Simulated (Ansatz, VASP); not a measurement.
# Zr: VASP beside Ansatz

```xyz
2
Lattice="0.0000 3.1800 3.1800 3.1800 0.0000 3.1800 3.1800 3.1800 0.0000" Properties=species:S:1:pos:R:3 pbc="T T T"
Zr    0.0000    0.0000    0.0000
Zr    1.5900    1.5900    1.5900
```

Change from the starting cell: volume scaled by 1.04, crystal datasets.

Alike in both runs: task electric field gradients; functional PBE; k mesh 10 × 10 × 10; occupations fermi-dirac, width 0.05 eV; no spin polarisation.

|  | VASP | Ansatz |
| --- | --- | --- |
| version | VASP 6.6.1 | Ansatz 0.2.0 |
| potentials or method | VASP PAW PBE potentials, release 64 (Zr_sv), cutoff 400 eV | all-electron PAW with datasets made for the crystal, scalar-relativistic |

```tsv
	VASP	Ansatz	Ansatz less VASP
pressure (GPa)	-1.5	-1.4	+0.11
```

Ansatz ran all-electron here, and VASP with PAW potentials.
